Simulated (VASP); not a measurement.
Write the native input for VASP 6.6.1 that does the following.

* Task: single point
* Functional: PBE
* Potentials or basis: VASP PAW PBE potentials, release 64 (Sn_d, O)
* Cutoff: 520 eV
* k mesh: 4 × 4 × 1
* Occupations: methfessel-paxton, width 0.1 eV
* Spin: no spin polarisation
* Dipole correction: yes
* Further INCAR settings: ALGO = Normal; EDIFF = 1e-06; NBANDS = 50

The structure of SnO lies in POSCAR:

```
SnO
1.0
    4.8408000000      0.0000000000      0.0000000000
    0.0000000000      3.7986000000      0.0000000000
    0.0000000000      0.0000000000     17.6979000000
Sn O
4 4
Direct
    0.2481025576      0.5000000000      0.3399285284
    0.7744964668      0.0000000000      0.4374073942
    0.2255044986      0.5000000000      0.5625932432
    0.7518970931      0.0000000000      0.6600713566
    0.0206876156      0.0000000000      0.3358020277
    0.0211115267      0.5000000000      0.4459377244
   -0.0211124466      0.0000000000      0.5540617521
   -0.0206873117      0.5000000000      0.6641979734
```

These files were run (other wordings do the same):

INCAR

```
SYSTEM = SnO
PREC     = Accurate       ! precision mode
ENCUT    = 520            ! plane-wave cutoff, eV
EDIFF    = 1E-6           ! SCF threshold, eV
ISMEAR   = 1              ! smearing method
SIGMA    = 0.1            ! smearing width, eV
LREAL    = .False.        ! projectors in reciprocal space
LASPH    = .True.         ! aspherical terms in the spheres
NELM     = 60             ! most SCF steps
ALGO     = Normal         ! electronic algorithm
ISIF     = 2              ! what is computed and relaxed
LWAVE    = .False.        ! write WAVECAR
LCHARG   = .False.        ! write CHGCAR
LDIPOL   = .True.       
IDIPOL   = 3            
DIPOL    = 0.5 0.5 0.500
GGA      = PE             ! functional
NBANDS   = 50             ! bands
```

KPOINTS

```
regular mesh
0
Gamma
  4 4 1
  0 0 0
```

Potentials or basis: VASP PAW PBE potentials, release 64 (Sn_d, O).

Run with:

```console
$ cat potpaw_PBE.64/Sn_d/POTCAR potpaw_PBE.64/O/POTCAR > POTCAR
$ mpirun -np 1 vasp_std > vasp.out
```

Results of the run:

```json
{
  "Largest force": "0.083 eV/Å",
  "Band gap on the k mesh": "1.19 eV (least direct gap 1.97 eV)"
}
```

Caveat: spin-orbit coupling is left out, which moves the levels of the heavy elements.

Run time: 8.1 min on 1 thread of Intel Xeon 8259CL, with other jobs on the host, peak memory 0.4 GiB.
